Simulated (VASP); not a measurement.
Runs of VASP 6.6.1 on Bi. The structure is trigonal, space group R-3m (No. 166). Conventional cell: a = 4.490 Å, b = 4.490 Å, c = 11.517 Å, α = 90.00°, β = 90.00°, γ = 120.00°. Bi (site symmetry 3m) has 6 Bi at 3.06 to 3.41 Å within 4.0 Å. 

```tsv
k mesh	smearing	gap on the mesh (eV)	pressure (GPa)	largest force (eV/Å)
9 × 9 × 9	gaussian 0.1 eV	none	0.1	0.01
9 × 9 × 9	gaussian 0.01 eV	none	0.1	0.01
12 × 12 × 12	fermi-dirac 0.1 eV	none	0.1	0.04
9 × 9 × 9	fermi-dirac 0.6 eV	none	1.7	0.52
9 × 9 × 9	fermi-dirac 0.3 eV	none	(b)	0.21
9 × 9 × 9	methfessel-paxton 1 eV	none	-0.1	0.10
9 × 9 × 9	methfessel-paxton 0.3 eV	none	0.1	0.01
9 × 9 × 9	gaussian 0.6 eV	none	0.2	0.14
9 × 9 × 9	fermi-dirac 1 eV	none	(a)	0.78
9 × 9 × 9	gaussian 0.3 eV	none	0.1	0.02
14 × 14 × 14	fermi-dirac 0.1 eV	none	0.1	0.04
9 × 9 × 9	gaussian 0.03 eV	none	0.1	0.01
```

Alike in all rows: task single point; level LDA; potentials or basis VASP PAW LDA potentials, release 64 (Bi_d); no spin polarisation; cell as given; cutoff (eV) 520.

Task: Estimate the missing entries.

Result: (a) 4.7; (b) 0.4.

Caveats: spin-orbit coupling is left out, which moves the levels of the heavy elements; so wide a smearing shifts energies and pressures (at least some runs); the cell stands under pressure (at least some runs).

A k mesh can miss the band edges, and the runs leave out spin-orbit coupling on Bi.

A gap of «none» marks levels without a gap at the run's occupations.
